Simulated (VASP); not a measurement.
**AlAs: single point with PBE**

AlAs:

```
Al As
1.0
     0.00000    2.83790    2.83790
     2.83790    0.00000    2.83790
     2.83790    2.83790    0.00000
Al As
1 1
Cartesian
  0.0000 0.0000 0.0000
  4.2569 4.2569 4.2569
```

```
Program             : VASP 6.6.1
Task                : single point
Functional          : PBE
Potentials or basis : VASP PAW PBE potentials, release 64 (Al, As)
Cutoff              : 500 eV
k mesh              : 4 × 4 × 4
Occupations         : gaussian, width 0.01 eV
Spin                : no spin polarisation
```

The pressure is 2.4 GPa and the band gap on the k mesh is 1.42 eV, indirect (least direct gap 1.99 eV).

Levels at points of the mesh, in eV from the valence-band top:
```csv
k point,band 1,band 2,band 3,band 4,band 5,band 6,band 7,band 8
"(0.00, 0.00, 0.00)",-11.82,0.00,0.00,0.00,1.99,4.25,4.25,4.25
"(0.50, 0.00, 0.00)",-10.41,-5.55,-0.82,-0.82,2.10,4.65,4.65,7.72
"(0.50, 0.50, 0.00)",-9.86,-5.42,-2.17,-2.17,1.42,2.27,10.26,10.26
```

It took 4.5 s on 1 thread of Intel(R) Xeon(R) Platinum 8559C (Emerald Rapids) (shared host), peak memory 0.16 GiB.

Caveat: the k points lie up to 0.48 Å⁻¹ apart. A k mesh can miss the band edges.
